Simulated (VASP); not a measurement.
Wanted: the native input for a VASP 6.6.1 run.

* Task: single point
* Functional: PBEsol
* Potentials or basis: VASP PAW PBE potentials, release 64 (N, F, Na_pv)
* Cutoff: 520 eV
* k mesh: 2 × 2 × 2, shifted
* Occupations: gaussian, width 0.05 eV
* Spin: no spin polarisation
* Dipole correction: no
* Further INCAR settings: LREAL = Auto; ALGO = Normal; EDIFF = 1e-06; NBANDS = 69; ISYM = -1

The structure of Na8NF7 (a cell with a defect) lies in POSCAR:

```
Na8NF7
1.0
    0.0000000000      4.6300000000      4.6300000000
    4.6300000000      0.0000000000      4.6300000000
    4.6300000000      4.6300000000      0.0000000000
N F Na
1 7 8
Direct
    0.7394780000      0.2525760000      0.2465360000
    0.2501720000      0.7665470000      0.7351600000
    0.2734550000      0.7270410000      0.2452190000
    0.7419330000      0.2507300000      0.7494860000
    0.2180310000      0.2692920000      0.7473510000
    0.7462180000      0.7514490000      0.2384240000
    0.2370830000      0.2508940000      0.2437570000
    0.7446690000      0.7633970000      0.7508800000
    0.0044330000      0.0288520000      0.9628100000
    0.4933090000      0.4995680000      0.5156900000
    0.0010560000      0.9863130000      0.5093900000
    0.5121290000      0.5141740000      0.9971480000
    0.0056220000      0.4976270000      0.0033160000
    0.4974670000      0.0004330000      0.4832400000
    0.5225940000      0.0211640000      0.9852420000
    0.0008720000      0.5231790000      0.5053210000
```

One way to write it, as run:

INCAR

```
SYSTEM = Na8NF7
  PREC = Accurate
  ENCUT = 520
  EDIFF = 1E-6
  ISMEAR = 0
  SIGMA = 0.05
  LREAL = Auto
  LASPH = .TRUE.
  NELM = 120
  ALGO = Normal
  ISIF = 2
  LWAVE = .FALSE.
  LCHARG = .FALSE.
  GGA = PS
  NBANDS = 69
  GGA_COMPAT = .FALSE.
  ISYM = -1
```

KPOINTS

```
explicit points
4
Reciprocal
  0.25000000   0.25000000   0.25000000 2
  0.25000000   0.25000000   0.75000000 2
  0.25000000   0.75000000   0.25000000 2
  0.25000000   0.75000000   0.75000000 2
```

Potentials or basis: VASP PAW PBE potentials, release 64 (N, F, Na_pv).

Command:

```sh
$ cat potpaw_PBE.64/N/POTCAR potpaw_PBE.64/F/POTCAR potpaw_PBE.64/Na_pv/POTCAR > POTCAR
$ mpirun -np 1 vasp_std > vasp.out
```

It gave:

```yaml
Pressure: 3.1 GPa
Largest_force: 1.022 eV/Å
Band_gap_on_the_k_mesh: zero (bands 55 and 56 overlap by 0.06 eV)
```

Caveat: the PAW data sets were made with another functional, which shifts forces and pressure a little.

Wall time 3.5 min on 1 thread of Intel Xeon 8259CL (shared host), peak memory 0.37 GiB.
